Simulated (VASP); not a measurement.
BPd4: single point with PBE

The system is BPd4.

```
CELL_PARAMETERS angstrom
-2.54089 2.54089 2.54089
2.54089 -2.54089 2.54089
2.54089 2.54089 -2.54089
ATOMIC_POSITIONS crystal
B 0.00000 0.00000 0.00000
Pd 0.00000 0.00000 0.50000
Pd 0.00000 0.50000 0.00000
Pd 0.50000 0.00000 0.00000
Pd 0.50000 0.50000 0.50000
```

* Program: VASP 6.6.1
* Task: single point
* Functional: PBE
* Potentials or basis: VASP PAW PBE potentials, release 64 (B, Pd)
* Cutoff: 520 eV
* k mesh: 6 × 6 × 6
* Occupations: gaussian, width 0.1 eV
* Spin: no spin polarisation
* Dipole correction: no
* Further INCAR settings: ALGO = Normal; EDIFF = 1e-07; NBANDS = 30

```json
{"Pressure": "27.8 GPa"}
```

Levels at points of the mesh, in eV from the Fermi level:
```tsv
k point	band 18	band 19	band 20	band 21	band 22	band 23	band 24	band 25
(0.00, 0.00, 0.00)	-0.75	-0.42	-0.42	-0.42	0.92	0.92	0.92	5.44
(0.50, 0.00, 0.00)	-1.59	-1.25	-1.23	-1.17	-1.03	1.64	3.32	3.46
(0.50, 0.50, 0.50)	-0.19	-0.19	-0.13	-0.13	1.04	1.04	3.61	3.61
```

Run time: 33 s on 1 thread of Intel(R) Xeon(R) Platinum 8259CL CPU @ 2.50GHz (Skylake/Cascade Lake), with other jobs on the host, peak memory 0.2 GiB.
